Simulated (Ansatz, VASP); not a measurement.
## ScAlN2 in VASP and in Ansatz

```
Sc Al N
1.0
     2.19776    1.26888    2.61315
    -2.19776    1.26888    2.61315
     0.00000   -2.53776    2.61315
Sc Al N
1 1 2
Direct
  0.50000 0.50000 0.50000
  0.00000 0.00000 0.00000
  0.23480 0.23480 0.23480
  0.76520 0.76520 0.76520
```

Alike in both runs: functional PBE; k mesh 12 × 12 × 12; occupations gaussian, width 0.02 eV; no spin polarisation.

Ansatz relaxed the structure, and its values are those at the end. VASP's run is a single point on that final structure, the one shown.

|  | VASP | Ansatz |
| --- | --- | --- |
| version | VASP 6.6.1 | Ansatz 0.2.0 |
| potentials or method | VASP PAW PBE potentials, release 64 (Sc_sv, Al, N), cutoff 520 eV | scalar-relativistic, plane waves, PAW |
| valence electrons in the cell | 24 | 24 |

Ansatz gave:

| Property | Result |
| --- | --- |
| gap on the k mesh at the Fermi level (eV) | 0.73 |
| least direct gap on the mesh (eV) | 1.36 |
| pressure (GPa) | 0.0 |
| rms of the force components (eV/Å) | 0.000 |

Problem. Estimate VASP's values.

Solution. gap on the k mesh at the Fermi level (eV): 0.71; least direct gap on the mesh (eV): 1.35; pressure (GPa): 0.5; rms of the force components (eV/Å): 0.024.
